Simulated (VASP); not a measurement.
Set up this calculation in VASP 6.6.1, as the native input.

| Property | Result |
| --- | --- |
| Task | single point |
| Functional | PBEsol |
| Potentials or basis | VASP PAW PBE potentials, release 64 (W_sv) |
| Cutoff | 520 eV |
| k mesh | 26 × 26 × 26 |
| Occupations | gaussian, width 0.15 eV |
| Spin | no spin polarisation |
| Dipole correction | no |
| Further INCAR settings | ALGO = Fast; EDIFF = 1e-07; NBANDS = 13 |

The structure of W lies in POSCAR:

```
W
1.0
   -1.5771801398      1.5377506363      1.5771801398
    1.5771801398     -1.5377506363      1.5771801398
    1.5771801398      1.5377506363     -1.5771801398
W
1
Direct
    0.0000000000      0.0000000000      0.0000000000
```

This cell differs from its parent crystal: strain -0.0250 x Voigt [0, 1, 0, 0, 0, 0].

These files were run (other wordings do the same):

INCAR

```
  PREC = Accurate
  ENCUT = 520
  EDIFF = 1E-7
  ISMEAR = 0
  SIGMA = 0.15
  LREAL = False
  LASPH = True
  NELM = 80
  ALGO = Fast
  ISIF = 2
  LWAVE = False
  LCHARG = True
  GGA = PS
  LELF = True
  LVHAR = True
  NBANDS = 13
```

KPOINTS

```
regular mesh
0
Gamma
  26 26 26
```

Potentials or basis: VASP PAW PBE potentials, release 64 (W_sv).

The run is started by

```console
$ cat potpaw_PBE.64/W_sv/POTCAR > POTCAR
$ mpirun -np 1 vasp_std > vasp.out
```

Results of the run:

```yaml
Pressure: 9.4 GPa
Band_gap_on_the_k_mesh: zero (bands 7 and 8 overlap by 6.65 eV)
```

Caveat: the cell differs from its parent crystal (strain -0.0250 x Voigt [0, 1, 0, 0, 0, 0]); the stress differs along the axes, from 6 to 15 GPa; the PAW data sets were made with another functional, which shifts forces and pressure a little; spin-orbit coupling is left out, which moves the levels of the heavy elements.

Wall time 2.4 min on 1 thread of Intel(R) Xeon(R) Platinum 8488C (Sapphire Rapids) (shared host), peak memory 0.34 GiB.
